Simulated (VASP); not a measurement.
**HfN (k07): single point with LDA**

Crystal: HfN (k07).

```xyz
2
Lattice="0.0000 2.2341 2.2341 2.2341 0.0000 2.2341 2.2341 2.2341 0.0000" Properties=species:S:1:pos:R:3 pbc="T T T"
Hf    0.0000    0.0000    0.0000
N     2.2341    2.2341    2.2341
```

```
Program                : VASP 6.6.1
Task                   : single point
Functional             : LDA
Potentials or basis    : VASP PAW LDA potentials, release 64 (Hf_pv, N)
Cutoff                 : 520 eV
k mesh                 : 22 × 22 × 22
Occupations            : gaussian, width 0.1 eV
Spin                   : no spin polarisation
Dipole correction      : no
Further INCAR settings : ALGO = Normal; EDIFF = 1e-06; NBANDS = 14
```

```json
{"Pressure": "-1.3 GPa"}
```

Levels at points of the mesh, in eV from the Fermi level:
```
           k point  band 5  band 6  band 7  band 8  band 9  band 10  band 11  band 12
(0.00, 0.00, 0.00)   -2.99   -2.99   -2.99   -0.41   -0.41    -0.41     1.99     1.99
(0.50, 0.00, 0.00)   -9.03   -6.32   -6.32    3.43    3.84     3.84     4.73     9.22
(0.50, 0.50, 0.00)   -5.28   -3.97   -3.62   -3.62    4.23     5.75     5.75     6.08
```

Run time: 32 s on 1 thread of Intel(R) Xeon(R) 6975P-C (Granite Rapids), on a shared host, peak memory 0.21 GiB.

Caveat: spin-orbit coupling is left out, which moves the levels of the heavy elements.
